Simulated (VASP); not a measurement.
Set up this calculation in VASP 6.6.1, as the native input.

```
Task                   : single point
Functional             : PBEsol
Potentials or basis    : VASP PAW PBE potentials, release 64 (F)
Cutoff                 : 520 eV
k mesh                 : 20 × 20 × 20
Occupations            : fermi-dirac, width 0.1 eV
Spin                   : no spin polarisation
Dipole correction      : no
Further INCAR settings : ALGO = Normal; EDIFF = 1e-06; NBANDS = 10
```

The structure of F lies in POSCAR:

```
F
1.0
   -1.2857308146      1.2857308146      1.2857308146
    1.2857308146     -1.2857308146      1.2857308146
    1.2857308146      1.2857308146     -1.2857308146
F
1
Direct
    0.0000000000      0.0000000000      0.0000000000
```

This cell differs from its parent crystal: volume scaled by 0.92.

These files were run (other wordings do the same):

INCAR

```
SYSTEM = F
PREC = Accurate ; ENCUT = 520
EDIFF = 1E-6 ; ISMEAR = -1
SIGMA = 0.1 ; LREAL = .FALSE.
LASPH = .TRUE. ; NELM = 60
ALGO = Normal ; ISIF = 2
LWAVE = .FALSE. ; LCHARG = .TRUE.
GGA = PS ; LELF = .TRUE.
LVHAR = .TRUE. ; NBANDS = 10
```

KPOINTS

```
Automatic mesh
0
G
  20 20 20
  0 0 0
```

Potentials or basis: VASP PAW PBE potentials, release 64 (F).

Launch:

```console
$ cat potpaw_PBE.64/F/POTCAR > POTCAR
$ mpirun -np 1 vasp_std > vasp.out
```

It gave:

* Pressure: 6.3 GPa

Caveat: the PAW data sets were made with another functional, which shifts forces and pressure a little; an odd number of electrons without spin polarisation forces a metal; a magnetic or distorted state may lie lower.

It took 8.8 s on 1 thread of AMD EPYC 9R45 96-Core Processor (Zen 5) (shared host), peak memory 0.09 GiB.
